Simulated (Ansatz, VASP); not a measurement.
# TiN in VASP and in Ansatz

```
CELL_PARAMETERS angstrom
0.00000 2.11900 2.11900
2.11900 0.00000 2.11900
2.11900 2.11900 0.00000
ATOMIC_POSITIONS crystal
Ti 0.00000 0.00000 0.00000
N 0.50000 0.50000 0.50000
```

Alike in both runs: task single point; functional PBE; k mesh 18 × 18 × 18; occupations gaussian, width 0.1 eV; no spin polarisation.

|  | VASP | Ansatz |
| --- | --- | --- |
| version | VASP 6.6.1 | Ansatz 0.2.0 |
| potentials or method | VASP PAW PBE potentials, release 64 (Ti_sv, N), cutoff 520 eV | scalar-relativistic, plane waves, PAW |
| valence electrons in the cell | 17 | 17 |

Ansatz gave:

* gap on the k mesh at the Fermi level (eV): none
* pressure (GPa): 1.8

Q: Estimate VASP's values.

A: gap on the k mesh at the Fermi level (eV): none; pressure (GPa): 2.2.

A gap of «none» marks a metal or a gap that the smearing closes.
